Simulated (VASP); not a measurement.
# HgTe (I-4m2) in VASP: single point with BLYP

Aim: the single point of HgTe with BLYP.

Everything below comes from runs of VASP 6.6.1. Logs are shortened: lines on timing, memory, paths and dates and some standing lists are left out, and cuts for length are marked.

## 1. The cell of the first run

Symmetry: I-4m2, No. 119, tetragonal system. The conventional cell has a = 6.091 Å, b = 6.091 Å, c = 3.119 Å, α = 90.00°, β = 90.00°, γ = 90.00°. Within 4.1 Å of Hg (site symmetry -4m2) lie 2 Hg at 3.12 Å and 8 Te at 3.14 to 3.84 Å. Within 4.1 Å of Te (site symmetry -4m2) lie 2 Te at 3.12 Å and 8 Hg at 3.14 to 3.84 Å.

## 2. Single point, BLYP

File INCAR:

```
SYSTEM = HgTe
AGGAC    = 1.0          
AGGAX    = 1.0          
ALDAC    = 0.0          
ALDAX    = 1.0          
ALGO     = Normal         ! electronic algorithm
EDIFF    = 1E-6           ! SCF threshold, eV
ENCUT    = 500            ! plane-wave cutoff, eV
GGA      = B5             ! functional
GGA_COMPAT= .False.      
ISIF     = 2              ! what is computed and relaxed
ISMEAR   = -1             ! smearing method
LASPH    = .True.         ! aspherical terms in the spheres
LCHARG   = .True.         ! write CHGCAR
LELF     = .True.         ! ELF
LREAL    = .False.        ! projectors in reciprocal space
LVHAR    = .True.       
LWAVE    = .False.        ! write WAVECAR
NBANDS   = 16             ! bands
NELM     = 120            ! most SCF steps
PREC     = Accurate       ! precision mode
SIGMA    = 0.05           ! smearing width, eV
```

File KPOINTS:

```
k-points
0
Gamma
  8 8 8
  0 0 0
```

File POSCAR:

```
HgTe
1.0
   -3.0456030000      3.0456030000      1.5594100000
    3.0456030000     -3.0456030000      1.5594100000
    3.0456030000      3.0456030000     -1.5594100000
Hg Te
1 1
Direct
    0.7500000000      0.2500000000      0.5000000000
    0.0000000000      0.0000000000      0.0000000000
```

Potentials or basis: VASP PAW PBE potentials, release 64 (Hg, Te).

On the command line:

```console
> cat potpaw_PBE.64/Hg/POTCAR potpaw_PBE.64/Te/POTCAR > POTCAR
> mpirun -np 1 vasp_std > vasp.out
```

OUTCAR:

```text
SYSTEM = HgTe
   EDIFF = 1E-6
   ENCUT = 500
   GGA = B5
   ISIF = 2
   ISMEAR = -1
   LASPH = .True.
   LREAL = .False.
   NELM = 120
   PREC = Accurate

 ion  position               nearest neighbor table
   1  0.750  0.250  0.500-   2 3.14   2 3.14   2 3.14   2 3.14
   2  0.000  0.000  0.000-   1 3.14   1 3.14   1 3.14   1 3.14

  LATTYP: Found a body centered tetragonal cell.
 ALAT       =     6.0912060000
 C/A-ratio  =     0.5120201156

  Lattice vectors:

 A1 = (  -3.0456030000,   3.0456030000,   1.5594100000)
 A2 = (   3.0456030000,  -3.0456030000,   1.5594100000)
 A3 = (   3.0456030000,   3.0456030000,  -1.5594100000)

Analysis of symmetry for initial positions (statically):
=====================================================================
 Subroutine PRICEL returns:
 Original cell was already a primitive cell.

 Routine SETGRP: Setting up the symmetry group for a
 body centered tetragonal supercell.

 Subroutine GETGRP returns: Found  8 space group operations
 (whereof  8 operations were pure point group operations)
 out of a pool of 16 trial point group operations.

The static configuration has the point symmetry D_2d.

Analysis of symmetry for dynamics (positions and initial velocities):
=====================================================================
 Subroutine PRICEL returns:
 Original cell was already a primitive cell.

 Routine SETGRP: Setting up the symmetry group for a
 body centered tetragonal supercell.

 Subroutine GETGRP returns: Found  8 space group operations
 (whereof  8 operations were pure point group operations)
 out of a pool of 16 trial point group operations.

The dynamic configuration has the point symmetry D_2d.

 Subroutine INISYM returns: Found  8 space group operations
 (whereof  8 operations are pure point group operations),
 and found     1 'primitive' translations

----------------------------------------------------------------------------------------

                                     Primitive cell

  volume of cell :      57.8585

  direct lattice vectors                    reciprocal lattice vectors
    -3.045603000  3.045603000  1.559410000     0.000000000  0.164171102  0.320634086
     3.045603000 -3.045603000  1.559410000     0.164171102  0.000000000  0.320634086
     3.045603000  3.045603000 -1.559410000     0.164171102  0.164171102  0.000000000

  length of vectors
     4.580737366  4.580737366  4.580737366     0.360219888  0.360219888  0.232172999

  position of ions in fractional coordinates (direct lattice)
     0.750000000  0.250000000  0.500000000
     0.000000000  0.000000000  0.000000000

  ion indices of the primitive-cell ions
   primitive index   ion index
                 1           1
                 2           2

----------------------------------------------------------------------------------------

 KPOINTS: k-points

Automatic generation of k-mesh.
 Grid dimensions read from file:
 generate k-points for:    8    8    8

 Generating k-lattice:

  Cartesian coordinates                     Fractional coordinates (reciprocal lattice)
     0.000000000  0.020521388  0.040079261     0.125000000  0.000000000  0.000000000
     0.020521388  0.000000000  0.040079261     0.000000000  0.125000000  0.000000000
     0.020521388  0.020521388  0.000000000     0.000000000  0.000000000  0.125000000

  Length of vectors
     0.045027486  0.045027486  0.029021625

  Shift w.r.t. Gamma in fractional coordinates (k-lattice)
     0.000000000  0.000000000  0.000000000

 Subroutine IBZKPT returns following result:
 ===========================================

 Found     59 irreducible k-points:

 Following reciprocal coordinates:
            Coordinates               Weight
  0.000000  0.000000  0.000000      1.000000
  0.125000  0.000000  0.000000      8.000000
  0.250000  0.000000  0.000000      8.000000
  0.375000  0.000000  0.000000      8.000000
  0.500000  0.000000  0.000000      4.000000
  0.125000  0.125000  0.000000      8.000000
[... 16 lines left out ...]
  0.250000  0.125000  0.125000     16.000000
  0.375000  0.125000  0.125000      8.000000
 [... further k-points ...]
   k-points           NKPTS =     59   k-points in BZ     NKDIM =     59   number of bands    NBANDS=     16
   number of dos      NEDOS =    301   number of ions     NIONS =      2
   total plane-waves  NPLWV =  46656
   dimension x,y,z NGX =    36 NGY =   36 NGZ =   36
   dimension x,y,z NGXF=    72 NGYF=   72 NGZF=   72
   ions per type =               1   1
   NGX,Y,Z   is equivalent  to a cutoff of  13.07, 13.07, 13.07 a.u.
   NGXF,Y,Z  is equivalent  to a cutoff of  26.13, 26.13, 26.13 a.u.
 SYSTEM =  HgTe
   PREC   = accura    normal or accurate (medium, high low for compatibility)
   ISTART =      0    job   : 0-new  1-cont  2-samecut
   ICHARG =      2    charge: 1-file 2-atom 10-const
   ISPIN  =      1    spin polarized calculation?
   LNONCOLLINEAR =      F non collinear calculations
   LSORBIT =      F    spin-orbit coupling
   LASPH  =      T    aspherical Exc in radial PAW
   ENCUT  =  500.0 eV  36.75 Ry    6.06 a.u.   8.35  8.35  8.35*2*pi/ulx,y,z
   NELM   =    120;   NELMIN=  2; NELMDL= -5     # of ELM steps
   EDIFF  = 0.1E-05   stopping-criterion for ELM
   LREAL  =      F    real-space projection
   EDIFFG = 0.1E-04   stopping-criterion for IOM
   NSW    =      0    number of steps for IOM
   IBRION =     -1    ionic relax: 0-MD 1-quasi-New 2-CG
   NFREE  =      0    steps in history (QN), initial steepest desc. (CG)
   ISIF   =      2    stress and relaxation
   ISYM   =      2    0-nonsym 1-usesym 2-fastsym
   POTIM  = 0.5000    time-step for ionic-motion
   TEBEG  =    0.0;   TEEND  =   0.0 temperature during run
   PSTRESS=    0.0 pullay stress
   NELECT =      18.0000    total number of electrons
   NUPDOWN=      -1.0000    fix difference up-down
   EMIN   =  10.00;   EMAX   =-10.00  energy-range for DOS
   EFERMI =   0.00;   METHOD = LEGACY
   ISMEAR =    -1;   SIGMA  =   0.05  broadening in eV -4-tet -1-fermi 0-gaus
   EFERMI_NEDOS =   21; number of points for ismear=-14 and -15
   IALGO  =     38    algorithm
   IMIX   =      4    mixing-type and parameters
     AMIX     =   0.40;   BMIX     =  1.00
     AMIX_MAG =   1.60;   BMIX_MAG =  1.00
  volume/ion in A,a.u.               =      28.93       195.22
  Fermi-wavevector in a.u.,A,eV,Ry     =   1.109286  2.096246 16.742166  1.230515
  Thomas-Fermi vector in A             =   2.245823
   LORBIT       =      0    0 simple, 1 ext, 2 COOP (PROOUT), +10 PAW based schemes
   GGA     = B5    functional components
   LHFCALC =     F    Hartree Fock is set to
   AEXX    =    0.0000 exact exchange contribution
   IVDW    =     0    specifies the selected vdW correction
   LEPSILON=     F    determine dielectric tensor
   LRPA    =     F    only Hartree local field effects (RPA)
 non-spin polarized calculation
  energy-cutoff  :      500.00
  volume of cell :       57.86
 maximum number of plane-waves:      1501
 NGX is ok and might be reduce to    36
   NGX = 17   NGY = 17   NGZ = 17

 number of electron      18.0000002 magnetization

 Free energy of the ion-electron system (eV)
  ---------------------------------------------------
  ext. energy  EPLUGINS =         0.00000000
  ---------------------------------------------------
  free energy    TOTEN  =        -2.14887445 eV

  energy without entropy =       -2.14384709  energy(sigma->0) =       -2.14636077

 E-fermi :   4.9211     XC(G=0):  -9.2170

 val. band max:        4.9074750355   @ k =   0.2500   0.0000   0.0000
 cond. band min:       4.9307285605   @ k =  -0.2500   0.5000   0.1250
 fundamental gap:      0.0232535250
 Fermi energy:         4.9211219588

 k-point     1 :       0.0000    0.0000    0.0000
  band No.  band energies     occupation
      1      -7.5727      2.00000
      2      -2.5578      2.00000
      3      -1.8417      2.00000
      4      -1.7761      2.00000
      5      -1.3505      2.00000
      6      -1.3505      2.00000
[... 8 lines left out ...]
     15      15.1040      0.00000
     16      16.4120      0.00000

 k-point     2 :       0.1250    0.0000    0.0000
  band No.  band energies     occupation
      1      -7.3291      2.00000
      2      -2.3276      2.00000
      3      -1.8117      2.00000
      4      -1.7942      2.00000
      5      -1.4732      2.00000
      6      -1.4687      2.00000
[... 8 lines left out ...]
     15      15.1712      0.00000
     16      15.1791      0.00000

 k-point     3 :       0.2500    0.0000    0.0000
  band No.  band energies     occupation
      1      -6.6428      2.00000
      2      -1.8605      2.00000
      3      -1.8098      2.00000
      4      -1.7497      2.00000
      5      -1.6942      2.00000
      6      -1.6699      2.00000
[... 8 lines left out ...]
     15      13.7695      0.00000
     16      14.6633      0.00000

 k-point     4 :       0.3750    0.0000    0.0000
  band No.  band energies     occupation
      1      -5.7122      2.00000
      2      -2.0315      2.00000
      3      -1.9430      2.00000
      4      -1.7885      2.00000
      5      -1.6105      2.00000
      6      -1.3170      2.00000
[... 8 lines left out ...]
     15      13.0808      0.00000
     16      16.0712      0.00000

 k-point     5 :       0.5000    0.0000    0.0000
  band No.  band energies     occupation
      1      -5.1731      2.00000
      2      -2.1280      2.00000
      3      -1.9985      2.00000
      4      -1.7378      2.00000
      5      -1.5734      2.00000
      6      -1.3233      2.00000
[... 8 lines left out ...]
     15      14.9998      0.00000
     16      15.3484      0.00000

 k-point     6 :       0.1250    0.1250    0.0000
  band No.  band energies     occupation
      1      -6.6942      2.00000
      2      -1.8382      2.00000
      3      -1.7894      2.00000
      4      -1.7432      2.00000
      5      -1.7218      2.00000
      6      -1.6813      2.00000
[... 8 lines left out ...]
     15      13.6866      0.00000
     16      13.8069      0.00000
[... 267 lines left out ...]
 k-point    21 :       0.5000    0.5000    0.0000
  band No.  band energies     occupation
      1      -7.0797      2.00000
      2      -2.6051      2.00000
      3      -2.1131      2.00000
      4      -2.0834      2.00000
      5      -1.3267      2.00000
      6      -1.2988      2.00000
[... 8 lines left out ...]
     15      15.5854      0.00000
     16      16.0175      0.00000

 k-point    22 :       0.1250    0.1250    0.1250
  band No.  band energies     occupation
      1      -6.5481      2.00000
      2      -1.9054      2.00000
      3      -1.8261      2.00000
      4      -1.7478      2.00000
      5      -1.7142      2.00000
      6      -1.6244      2.00000
[... 8 lines left out ...]
     15      13.6100      0.00000
     16      14.3171      0.00000

 k-point    23 :       0.2500    0.1250    0.1250
  band No.  band energies     occupation
      1      -5.6509      2.00000
      2      -2.0438      2.00000
      3      -1.9184      2.00000
      4      -1.7842      2.00000
      5      -1.6178      2.00000
      6      -1.3657      2.00000
[... 8 lines left out ...]
     15      13.2718      0.00000
     16      14.7761      0.00000

 k-point    24 :       0.3750    0.1250    0.1250
  band No.  band energies     occupation
      1      -5.1382      2.00000
      2      -2.1578      2.00000
      3      -1.9468      2.00000
      4      -1.7295      2.00000
      5      -1.5904      2.00000
      6      -1.3304      2.00000
[... 8 lines left out ...]
     15      13.7807      0.00000
     16      14.5668      0.00000

 [... further k-points ...]

------------------------ aborting loop because EDIFF is reached ----------------------------------------

  FORCE on cell =-STRESS in cart. coord.  units (eV):
  Direction    XX          YY          ZZ          XY          YZ          ZX
  --------------------------------------------------------------------------------------
  -------------------------------------------------------------------------------------
  Total        1.3961342      1.3961342      1.9017607      0.0000000      0.0000000      0.0000000
  in kB       38.6608015     38.6608015     52.6622677      0.0000000      0.0000000      0.0000000
  external PRESSURE =      43.3279569 kB  Pullay stress =       0.0000000 kB

 VOLUME and BASIS-vectors are now :
 -----------------------------------------------------------------------------
  energy-cutoff  :      500.00
  volume of cell :       57.86
      direct lattice vectors                 reciprocal lattice vectors
    -3.045603000  3.045603000  1.559410000     0.000000000  0.164171102  0.320634086
     3.045603000 -3.045603000  1.559410000     0.164171102  0.000000000  0.320634086
     3.045603000  3.045603000 -1.559410000     0.164171102  0.164171102  0.000000000

 POSITION                                       TOTAL-FORCE (eV/Angst)
 -----------------------------------------------------------------------------------
      0.00000      3.04560      0.77970         0.000000      0.000000     -0.000000
      0.00000      0.00000      0.00000        -0.000000     -0.000000      0.000000
 -----------------------------------------------------------------------------------
    total drift:                               -0.000000      0.000000     -0.000000

  FREE ENERGIE OF THE ION-ELECTRON SYSTEM (eV)
  ---------------------------------------------------
  free  energy   TOTEN  =        -2.1488744458 eV

  energy  without entropy=       -2.1438470901  energy(sigma->0) =       -2.14636077
```

It took 2.2 min on 1 thread of AMD EPYC 7R43 (Zen 3), shared host; peak memory 0.19 GiB.

Results:

* Free energy: -2.1489 eV
* Pressure: 4.3 GPa
* Band gap on the k mesh: zero (bands 9 and 10 overlap by 2.86 eV)

Levels at points of the mesh, in eV from the Fermi level:
```tsv
k point	band 6	band 7	band 8	band 9	band 10	band 11	band 12	band 13
(0.00, 0.00, 0.00)	-6.27	-3.52	-2.44	-2.44	3.33	4.94	6.87	6.87
(0.50, 0.00, 0.00)	-6.24	-4.54	-2.00	-1.12	-0.11	3.14	4.00	5.92
(0.50, 0.50, 0.00)	-6.22	-6.12	-0.94	1.39	2.15	2.80	3.44	8.90
(0.50, 0.50, 0.50)	-6.22	-4.44	-4.24	-4.24	3.03	7.42	8.02	8.02
```

Caveat: the cell stands under pressure; the PAW data sets were made with another functional, which shifts forces and pressure a little; spin-orbit coupling is left out, which moves the levels of the heavy elements.

The gap in the log of VASP goes by the Fermi energy; the results here count the filled bands.